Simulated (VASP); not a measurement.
A run of VASP 6.6.1 is set up as follows.

Contents of INCAR:

```
SYSTEM = CsCl
PREC = Accurate
ENCUT = 500
EDIFF = 1E-6
ISMEAR = 0
SIGMA = 0.01
LREAL = .False.
LASPH = .True.
NELM = 120
ALGO = Normal
ISIF = 2
LWAVE = .False.
LCHARG = .False.
GGA = PE
NBANDS = 15
GGA_COMPAT = .False.
```

The input KPOINTS:

```
Automatic mesh
0
Gamma
  6 6 6
  0 0 0
```

The input POSCAR:

```
CsCl
1.0
    4.2029289920      0.0000000000      0.0000000000
    0.0000000000      4.2029289920      0.0000000000
    0.0000000000      0.0000000000      4.2029289920
Cs Cl
1 1
Direct
    0.0000000000      0.0000000000      0.0000000000
    0.5000000000      0.5000000000      0.5000000000
```

Potentials or basis: VASP PAW PBE potentials, release 64 (Cs_sv, Cl).

Command:

```console
$ cat potpaw_PBE.64/Cs_sv/POTCAR potpaw_PBE.64/Cl/POTCAR > POTCAR
$ mpirun -np 1 vasp_std > vasp.out
```

(1) Predict the band gap on the k mesh.

(2) What does it give for the pressure?

## Answers

(1) 5.01 eV.

(2) 0.0 GPa.

Caveat: spin-orbit coupling is left out, which moves the levels of the heavy elements.
